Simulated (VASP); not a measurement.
# KCdCO3F (P-6m2) in VASP: single point with r2SCAN

Aim: the single point of KCdCO3F with r2SCAN.

Program: VASP 6.6.1. These are calculated values, not measurements. Logs are shortened: lines on timing, memory, paths and dates and some standing lists are left out, and cuts for length are marked.

**1. The cell of the first run**

Symmetry: P-6m2, No. 187, hexagonal system. Conventional cell: a = 5.042 Å, b = 5.042 Å, c = 4.424 Å, α = 90.00°, β = 90.00°, γ = 120.00°. Within 3.6 Å of K (site symmetry -6m2) lie 6 O at 2.75 Å and 3 F at 2.91 Å. Within 2.9 Å of Cd (site symmetry -6m2) lie 2 F at 2.21 Å and 6 O at 2.53 Å. C (site symmetry -6m2) has 3 O at 1.28 Å within 1.7 Å. Within 1.7 Å of O (site symmetry mm2) lie 1 C at 1.28 Å. Within 2.9 Å of F (site symmetry -6m2) lie 2 Cd at 2.21 Å.

**2. Single point, r2SCAN**

Contents of POSCAR:

```
KCdCO3F
1.0
    5.0419290554      0.0000000000      0.0000000000
   -2.5209645277      4.3664386461      0.0000000000
    0.0000000000      0.0000000000      4.4240642867
K Cd C O F
1 1 1 3 1
Direct
    0.0000000000      0.0000000000      0.0000000000
    0.6666666667      0.3333333333      0.5000000000
    0.3333333333      0.6666666667      0.5000000000
    0.1864134963      0.3728269925      0.5000000000
    0.1864134963      0.8135865037      0.5000000000
    0.6271730075      0.8135865037      0.5000000000
    0.6666666667      0.3333333333      0.0000000000
```

Contents of INCAR.step1:

```
SYSTEM = KCdCO3F
ALGO = Normal
EDIFF = 1E-4
ENCUT = 520
GGA = PE
ISMEAR = 0
LASPH = .TRUE.
LCHARG = .FALSE.
LREAL = .FALSE.
LWAVE = .TRUE.
NBANDS = 34
NELM = 100
PREC = Accurate
SIGMA = 0.01
```

Contents of INCAR.step2:

```
SYSTEM = KCdCO3F
ALGO = Normal
EDIFF = 1E-6
ENCUT = 520
ISIF = 2
ISMEAR = 0
ISTART = 1
LASPH = .TRUE.
LCHARG = .TRUE.
LELF = .TRUE.
LMIXTAU = .TRUE.
LREAL = .FALSE.
LVHAR = .TRUE.
LWAVE = .FALSE.
METAGGA = R2SCAN
NBANDS = 34
NELM = 100
PREC = Accurate
SIGMA = 0.01
```

Contents of KPOINTS:

```
k-points
0
G
  6 6 6
  0 0 0
```

Potentials or basis: VASP PAW PBE potentials, release 64 (K_sv, Cd, C, O, F).

Started as:

```sh
$ cat potpaw_PBE.64/K_sv/POTCAR potpaw_PBE.64/Cd/POTCAR potpaw_PBE.64/C/POTCAR potpaw_PBE.64/O/POTCAR potpaw_PBE.64/F/POTCAR > POTCAR
$ cp INCAR.step1 INCAR
$ mpirun -np 1 vasp_std > vasp.out
$ cp INCAR.step2 INCAR
$ mpirun -np 1 vasp_std > vasp.out
```

OUTCAR:

```text
SYSTEM = KCdCO3F
   EDIFF = 1E-6
   ENCUT = 520
   ISIF = 2
   ISMEAR = 0
   ISTART = 1
   LASPH = .TRUE.
   LREAL = .FALSE.
   METAGGA = R2SCAN
   NELM = 100
   PREC = Accurate

 ion  position               nearest neighbor table
   1  0.000  0.000  0.000-   6 2.75   6 2.75   4 2.75   4 2.75   5 2.75   5 2.75   2 3.66   2 3.66
                             2 3.66   2 3.66   2 3.66   2 3.66
   2  0.667  0.333  0.500-   7 2.21   7 2.21   4 2.53   4 2.53   5 2.53   6 2.53   6 2.53   5 2.53
                             3 2.91   3 2.91   3 2.91   1 3.66   1 3.66   1 3.66   1 3.66   1 3.66
   3  0.333  0.667  0.500-   5 1.28   6 1.28   4 1.28   2 2.91   2 2.91   2 2.91
   4  0.186  0.373  0.500-   3 1.28   2 2.53   2 2.53   1 2.75   1 2.75
   5  0.186  0.814  0.500-   3 1.28   2 2.53   2 2.53   1 2.75   1 2.75
   6  0.627  0.814  0.500-   3 1.28   2 2.53   2 2.53   1 2.75   1 2.75
   7  0.667  0.333  0.000-   2 2.21   2 2.21

  LATTYP: Found a hexagonal cell.
 ALAT       =     5.0419290554
 C/A-ratio  =     0.8774546881

  Lattice vectors:

 A1 = (   5.0419290554,   0.0000000000,   0.0000000000)
 A2 = (  -2.5209645277,   4.3664386461,   0.0000000000)
 A3 = (   0.0000000000,   0.0000000000,   4.4240642867)

Analysis of symmetry for initial positions (statically):
=====================================================================
 Subroutine PRICEL returns:
 Original cell was already a primitive cell.

 Routine SETGRP: Setting up the symmetry group for a
 hexagonal supercell.

 Subroutine GETGRP returns: Found 12 space group operations
 (whereof 12 operations were pure point group operations)
 out of a pool of 24 trial point group operations.

The static configuration has the point symmetry D_3h.

Analysis of symmetry for dynamics (positions and initial velocities):
=====================================================================
 Subroutine PRICEL returns:
 Original cell was already a primitive cell.

 Routine SETGRP: Setting up the symmetry group for a
 hexagonal supercell.

 Subroutine GETGRP returns: Found 12 space group operations
 (whereof 12 operations were pure point group operations)
 out of a pool of 24 trial point group operations.

The dynamic configuration has the point symmetry D_3h.

 Subroutine INISYM returns: Found 12 space group operations
 (whereof 12 operations are pure point group operations),
 and found     1 'primitive' translations

----------------------------------------------------------------------------------------

                                     Primitive cell

  volume of cell :      97.3970

  direct lattice vectors                    reciprocal lattice vectors
     5.041929055  0.000000000  0.000000000     0.198336785  0.114509796  0.000000000
    -2.520964528  4.366438646  0.000000000     0.000000000  0.229019593  0.000000000
     0.000000000  0.000000000  4.424064287     0.000000000  0.000000000  0.226036498

  length of vectors
     5.041929055  5.041929055  4.424064287     0.229019593  0.229019593  0.226036498

  position of ions in fractional coordinates (direct lattice)
     0.000000000  0.000000000  0.000000000
     0.666666667  0.333333333  0.500000000
     0.333333333  0.666666667  0.500000000
     0.186413496  0.372826993  0.500000000
     0.186413496  0.813586504  0.500000000
     0.627173007  0.813586504  0.500000000
     0.666666667  0.333333333  0.000000000

  ion indices of the primitive-cell ions
   primitive index   ion index
                 1           1
                 2           2
                 3           3
                 4           4
                 5           5
                 6           6
                 7           7

----------------------------------------------------------------------------------------

 KPOINTS: k-points

Automatic generation of k-mesh.
 Grid dimensions read from file:
 generate k-points for:    6    6    6

 Generating k-lattice:

  Cartesian coordinates                     Fractional coordinates (reciprocal lattice)
     0.033056131  0.019084966  0.000000000     0.166666667  0.000000000  0.000000000
     0.000000000  0.038169932  0.000000000     0.000000000  0.166666667  0.000000000
     0.000000000  0.000000000  0.037672750     0.000000000  0.000000000  0.166666667

  Length of vectors
     0.038169932  0.038169932  0.037672750

  Shift w.r.t. Gamma in fractional coordinates (k-lattice)
     0.000000000  0.000000000  0.000000000

 Subroutine IBZKPT returns following result:
 ===========================================

 Found     28 irreducible k-points:

 Following reciprocal coordinates:
            Coordinates               Weight
  0.000000  0.000000  0.000000      1.000000
  0.166667  0.000000  0.000000      6.000000
  0.333333  0.000000  0.000000      6.000000
  0.500000 -0.000000  0.000000      3.000000
  0.166667  0.166667  0.000000      6.000000
  0.333333  0.166667  0.000000     12.000000
[... 16 lines left out ...]
  0.166667  0.000000  0.500000      6.000000
  0.333333  0.000000  0.500000      6.000000
 [... further k-points ...]
   k-points           NKPTS =     28   k-points in BZ     NKDIM =     28   number of bands    NBANDS=     34
   number of dos      NEDOS =    301   number of ions     NIONS =      7
   total plane-waves  NPLWV =  57600
   dimension x,y,z NGX =    40 NGY =   40 NGZ =   36
   dimension x,y,z NGXF=    80 NGYF=   80 NGZF=   72
   ions per type =               1   1   1   3   1
   NGX,Y,Z   is equivalent  to a cutoff of  13.19, 13.19, 13.53 a.u.
   NGXF,Y,Z  is equivalent  to a cutoff of  26.38, 26.38, 27.06 a.u.
 SYSTEM =  KCdCO3F
   PREC   = accura    normal or accurate (medium, high low for compatibility)
   ISTART =      1    job   : 0-new  1-cont  2-samecut
   ICHARG =      0    charge: 1-file 2-atom 10-const
   ISPIN  =      1    spin polarized calculation?
   LNONCOLLINEAR =      F non collinear calculations
   LSORBIT =      F    spin-orbit coupling
   LASPH  =      T    aspherical Exc in radial PAW
   ENCUT  =  520.0 eV  38.22 Ry    6.18 a.u.   9.37  9.37  8.23*2*pi/ulx,y,z
   NELM   =    100;   NELMIN=  2; NELMDL=  0     # of ELM steps
   EDIFF  = 0.1E-05   stopping-criterion for ELM
   LREAL  =      F    real-space projection
   EDIFFG = 0.1E-04   stopping-criterion for IOM
   NSW    =      0    number of steps for IOM
   IBRION =     -1    ionic relax: 0-MD 1-quasi-New 2-CG
   NFREE  =      0    steps in history (QN), initial steepest desc. (CG)
   ISIF   =      2    stress and relaxation
   ISYM   =      2    0-nonsym 1-usesym 2-fastsym
   POTIM  = 0.5000    time-step for ionic-motion
   TEBEG  =    0.0;   TEEND  =   0.0 temperature during run
   PSTRESS=    0.0 pullay stress
   NELECT =      50.0000    total number of electrons
   NUPDOWN=      -1.0000    fix difference up-down
   EMIN   =  10.00;   EMAX   =-10.00  energy-range for DOS
   EFERMI =   0.00;   METHOD = LEGACY
   ISMEAR =     0;   SIGMA  =   0.01  broadening in eV -4-tet -1-fermi 0-gaus
   EFERMI_NEDOS =   21; number of points for ismear=-14 and -15
   IALGO  =     38    algorithm
   IMIX   =      4    mixing-type and parameters
     AMIX     =   0.40;   BMIX     =  1.00
     AMIX_MAG =   1.60;   BMIX_MAG =  1.00
  volume/ion in A,a.u.               =      13.91        93.90
  Fermi-wavevector in a.u.,A,eV,Ry     =   1.310840  2.477128 23.378908  1.718301
  Thomas-Fermi vector in A             =   2.441343
   LORBIT       =      0    0 simple, 1 ext, 2 COOP (PROOUT), +10 PAW based schemes
   METAGGA = R2SCAN    functional components
   LHFCALC =     F    Hartree Fock is set to
   AEXX    =    0.0000 exact exchange contribution
   IVDW    =     0    specifies the selected vdW correction
   LEPSILON=     F    determine dielectric tensor
   LRPA    =     F    only Hartree local field effects (RPA)
 non-spin polarized calculation
 Gauss-broadening in eV      SIGMA  =   0.01
  energy-cutoff  :      520.00
  volume of cell :       97.40
 maximum number of plane-waves:      2645
 NGX is ok and might be reduce to    40
   NGX = 19   NGY = 19   NGZ = 17

 number of electron      49.9999995 magnetization

 Free energy of the ion-electron system (eV)
  ---------------------------------------------------
  ext. energy  EPLUGINS =         0.00000000
  ---------------------------------------------------
  free energy    TOTEN  =       -70.28468862 eV

  energy without entropy =      -70.28468862  energy(sigma->0) =      -70.28468862

 E-fermi :  -0.1154     XC(G=0): -10.0467

 val. band max:       -0.2422487721   @ k =   0.0000   0.0000   0.5000
 cond. band min:       2.4012309076   @ k =   0.0000   0.0000   0.0000
 fundamental gap:      2.6434796797
 Fermi energy:        -0.1153829719

 k-point     1 :       0.0000    0.0000    0.0000
  band No.  band energies     occupation
      1     -28.9627      2.00000
      2     -23.4157      2.00000
      3     -23.2436      2.00000
      4     -19.9179      2.00000
      5     -19.9178      2.00000
      6     -11.7644      2.00000
[... 26 lines left out ...]
     33      11.0187      0.00000
     34      11.9602      0.00000

 k-point     2 :       0.1667    0.0000    0.0000
  band No.  band energies     occupation
      1     -28.9615      2.00000
      2     -23.4004      2.00000
      3     -23.2481      2.00000
      4     -19.9465      2.00000
      5     -19.9169      2.00000
      6     -11.7681      2.00000
[... 26 lines left out ...]
     33      11.0532      0.00000
     34      11.1351      0.00000

 k-point     3 :       0.3333    0.0000    0.0000
  band No.  band energies     occupation
      1     -28.9592      2.00000
      2     -23.3643      2.00000
      3     -23.2619      2.00000
      4     -20.0037      2.00000
      5     -19.9151      2.00000
      6     -11.7743      2.00000
[... 26 lines left out ...]
     33      10.8268      0.00000
     34      11.1219      0.00000
[... 704 lines left out ...]
 k-point    23 :       0.1667    0.0000    0.5000
  band No.  band energies     occupation
      1     -28.9525      2.00000
      2     -23.3609      2.00000
      3     -23.2209      2.00000
      4     -19.9473      2.00000
      5     -19.9080      2.00000
      6     -11.8738      2.00000
[... 26 lines left out ...]
     33      10.8136      0.00000
     34      12.0962      0.00000

 k-point    24 :       0.3333    0.0000    0.5000
  band No.  band energies     occupation
      1     -28.9509      2.00000
      2     -23.3244      2.00000
      3     -23.2251      2.00000
      4     -20.0236      2.00000
      5     -19.9058      2.00000
      6     -11.7934      2.00000
[... 26 lines left out ...]
     33      11.0884      0.00000
     34      11.3971      0.00000

 [... further k-points ...]

------------------------ aborting loop because EDIFF is reached ----------------------------------------

  FORCE on cell =-STRESS in cart. coord.  units (eV):
  Direction    XX          YY          ZZ          XY          YZ          ZX
  --------------------------------------------------------------------------------------
  -------------------------------------------------------------------------------------
  Total        0.8755811      0.8755811      0.2721124      0.0000000     -0.0000000      0.0000000
  in kB       14.4032805     14.4032805      4.4762403      0.0000000     -0.0000000      0.0000000
  external PRESSURE =      11.0942671 kB  Pullay stress =       0.0000000 kB

 VOLUME and BASIS-vectors are now :
 -----------------------------------------------------------------------------
  energy-cutoff  :      520.00
  volume of cell :       97.40
      direct lattice vectors                 reciprocal lattice vectors
     5.041929055  0.000000000  0.000000000     0.198336785  0.114509796  0.000000000
    -2.520964528  4.366438646  0.000000000     0.000000000  0.229019593  0.000000000
     0.000000000  0.000000000  4.424064287     0.000000000  0.000000000  0.226036498

 POSITION                                       TOTAL-FORCE (eV/Angst)
 -----------------------------------------------------------------------------------
      0.00000      0.00000      0.00000         0.000000     -0.000000     -0.000000
      2.52096      1.45548      2.21203         0.000000     -0.000000     -0.000000
     -0.00000      2.91096      2.21203         0.000000     -0.000000     -0.000000
      0.00000      1.62793      2.21203        -0.000000     -0.357150      0.000000
     -1.11114      3.55248      2.21203        -0.309301      0.178575      0.000000
      1.11114      3.55248      2.21203         0.309301      0.178575      0.000000
      2.52096      1.45548      0.00000         0.000000     -0.000000     -0.000000
 -----------------------------------------------------------------------------------
    total drift:                               -0.000007      0.000004      0.000000

  FREE ENERGIE OF THE ION-ELECTRON SYSTEM (eV)
  ---------------------------------------------------
  free  energy   TOTEN  =       -70.2846886199 eV

  energy  without entropy=      -70.2846886199  energy(sigma->0) =      -70.28468862
```

Run time: 4.6 min. Hardware: 1 thread of Intel Xeon Platinum 8259CL at 2.50GHz (Skylake/Cascade Lake), shared host; peak memory 0.31 GiB.

What came out:

```yaml
Free_energy: -70.2847 eV
Pressure: 1.1 GPa
Largest_force: 0.357 eV/Å
Band_gap_on_the_k_mesh: 2.64 eV, indirect (the least direct gap lies 4.4 meV higher)
```

Forces in eV/Å, atoms in the order of the input:
```
K    0.000  0.000  0.000
Cd   0.000  0.000  0.000
C    0.000  0.000  0.000
O    0.000 -0.357  0.000
O   -0.309  0.179  0.000
O    0.309  0.179  0.000
F    0.000  0.000  0.000
```

Stress tensor (GPa, compression positive):
```
1.44 0.00 0.00
0.00 1.44 0.00
0.00 0.00 0.45
```

Levels at points of the mesh, in eV from the valence-band top:
| k point | band 21 | band 22 | band 23 | band 24 | band 25 | band 26 | band 27 | band 28 | band 29 | band 30 |
| --- | --- | --- | --- | --- | --- | --- | --- | --- | --- | --- |
| (0.00, 0.00, 0.00) | -1.77 | -1.77 | -1.51 | -1.51 | 0.00 | 2.64 | 6.60 | 6.85 | 9.73 | 9.73 |
| (0.50, 0.00, 0.00) | -3.00 | -2.00 | -1.49 | -1.45 | -0.11 | 4.91 | 6.59 | 6.64 | 9.43 | 10.42 |
| (0.00, 0.00, 0.50) | -1.91 | -1.91 | -1.43 | -1.43 | 0.00 | 4.96 | 5.90 | 6.90 | 10.10 | 10.10 |
| (0.50, 0.00, 0.50) | -2.24 | -1.75 | -1.38 | -1.33 | -0.11 | 6.48 | 6.71 | 7.74 | 8.79 | 8.89 |

Caveat: the PAW data sets were made with another functional, which shifts forces and pressure a little. r2SCAN opens gaps a little over a GGA but as a rule still falls short of measured ones.
